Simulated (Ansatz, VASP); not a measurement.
## Ir2Pt in VASP and in Ansatz

```xyz
3
Lattice="2.7343 0.0000 0.0000 0.0000 2.7343 0.0000 0.0000 0.0000 6.3947" Properties=species:S:1:pos:R:3 pbc="T T T"
Ir    1.3672    1.3672    1.9776
Ir    1.3672    1.3672    4.4171
Pt    0.0000    0.0000    0.0000
```

Alike in both runs: functional PBE; k mesh 6 × 6 × 4; occupations gaussian, width 0.1 eV; no spin polarisation.

Ansatz relaxed the structure, and its values are those at the end. VASP's run is a single point on that final structure, the one shown.

|  | VASP | Ansatz |
| --- | --- | --- |
| version | VASP 6.6.1 | Ansatz 0.2.0 |
| potentials or method | VASP PAW PBE potentials, release 64 (Ir, Pt), cutoff 500 eV | scalar-relativistic, plane waves, PAW |
| valence electrons in the cell | 28 | 52 |

```csv
,VASP,Ansatz,Ansatz less VASP
gap on the k mesh at the Fermi level (eV),none,none,-
pressure (GPa),-0.1,0.0,+0.10
rms of the force components (eV/Å),0.013,0.008,-0.0043
```

A gap of «none» marks a metal or a gap that the smearing closes. The functional is the same, so the differences come from potentials, cutoffs and numerics. VASP's potentials hold 28 valence electrons a cell and Ansatz's 52, so a difference there can come from the potentials and not from the codes.

The k mesh is coarse, so the values compare programs but aren't converged. Neither program's run includes spin-orbit coupling.
